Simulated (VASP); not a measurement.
Set up this calculation in VASP 6.6.1, as the native input.

```yaml
Task: single point
Functional: r2SCAN
Potentials_or_basis: VASP PAW PBE potentials, release 64 (Na_pv, I)
Cutoff: 520 eV
k_mesh: 2 × 2 × 2
Occupations: fermi-dirac, width 0.146 eV
Spin: no spin polarisation
Dipole_correction: no
Further_INCAR_settings: LREAL = Auto; ALGO = Normal; EDIFF = 1e-07; NBANDS = 70
```

NaI:

```
Na I
1.0
     0.00000    6.45944    6.45944
     6.45944    0.00000    6.45944
     6.45944    6.45944    0.00000
Na I
8 8
Cartesian
  -0.0643 0.0358 0.0525
  3.1970 3.1252 -0.1362
  3.1269 -0.1144 3.2162
  6.4010 3.1755 3.2522
  0.1086 3.3019 3.1811
  3.2934 6.3082 3.1653
  3.2196 3.3448 6.5364
  6.5342 6.5481 6.4695
  3.2382 3.2297 3.1805
  6.4503 6.4380 3.1894
  6.4556 3.2092 6.4638
  9.7041 6.4821 6.4200
  3.2040 6.4820 6.5124
  6.4994 9.6962 6.4877
  6.3963 6.4738 9.7103
  9.7315 9.6849 9.7297
```

These files were run (other wordings do the same):

POSCAR

```
NaI
1.0
    0.0000000000      6.4594410906      6.4594410906
    6.4594410906      0.0000000000      6.4594410906
    6.4594410906      6.4594410906      0.0000000000
Na I
8 8
Direct
    0.0118178955     -0.0036919603     -0.0062702019
   -0.0161022445     -0.0049885895      0.4999263024
   -0.0019412670      0.4998413105     -0.0157641348
    0.0020644201      0.5014083966      0.4895485469
    0.4934155224     -0.0009465989      0.0177564124
    0.4783808625      0.0116437319      0.4982073456
    0.5156494894      0.4962701037      0.0021587781
    0.5018524752      0.4996979545      0.5118776460
    0.2455316919      0.2468460471      0.2544671399
    0.2459256115      0.2478285625      0.7507569048
    0.2490505722      0.7516219177      0.2477798741
    0.2475375930      0.7463493253      0.7559657920
    0.7578402576      0.2503655467      0.2456498136
    0.7496421799      0.2547396093      0.7514494570
    0.7576307193      0.7456403631      0.2445914403
    0.7495339662      0.7567472838      0.7498031845
```

INCAR.step1

```
PREC     = Accurate       # precision mode
ENCUT    = 520            # plane-wave cutoff, eV
ISMEAR   = -1             # smearing method
SIGMA    = 0.146          # smearing width, eV
LREAL    = Auto         
LASPH    = True           # aspherical terms in the spheres
NELM     = 80             # most SCF steps
NBANDS   = 70             # bands
GGA      = PE             # functional
ALGO     = Normal         # electronic algorithm
EDIFF    = 1E-4           # SCF threshold, eV
LWAVE    = True           # write WAVECAR
LCHARG   = False          # write CHGCAR
```

INCAR.step2

```
PREC     = Accurate       # precision mode
ENCUT    = 520            # plane-wave cutoff, eV
EDIFF    = 1E-7           # SCF threshold, eV
ISMEAR   = -1             # smearing method
SIGMA    = 0.146          # smearing width, eV
LREAL    = Auto         
LASPH    = True           # aspherical terms in the spheres
NELM     = 80             # most SCF steps
ALGO     = Normal         # electronic algorithm
ISIF     = 2              # what is computed and relaxed
LWAVE    = False          # write WAVECAR
LCHARG   = False          # write CHGCAR
METAGGA  = R2SCAN         # meta-GGA
LMIXTAU  = True         
NBANDS   = 70             # bands
ISTART   = 1
```

KPOINTS

```
regular mesh
0
Gamma
  2 2 2
```

Potentials or basis: VASP PAW PBE potentials, release 64 (Na_pv, I).

Run with:

```console
$ cat potpaw_PBE.64/Na_pv/POTCAR potpaw_PBE.64/I/POTCAR > POTCAR
$ cp INCAR.step1 INCAR
$ mpirun -np 1 vasp_std > vasp.out
$ cp INCAR.step2 INCAR
$ mpirun -np 1 vasp_std > vasp.out
```

Results of the run:

```json
{
 "Pressure": "0.1 GPa",
 "Largest force": "0.236 eV/Å",
 "Band gap on the k mesh": "4.45 eV"
}
```

Caveat: the k points lie up to 0.42 Å⁻¹ apart; the PAW data sets were made with another functional, which shifts forces and pressure a little; spin-orbit coupling is left out, which moves the levels of the heavy elements.

It took 15 min on 1 thread of Intel(R) Xeon(R) 6975P-C (Granite Rapids) (shared host), peak memory 0.87 GiB.
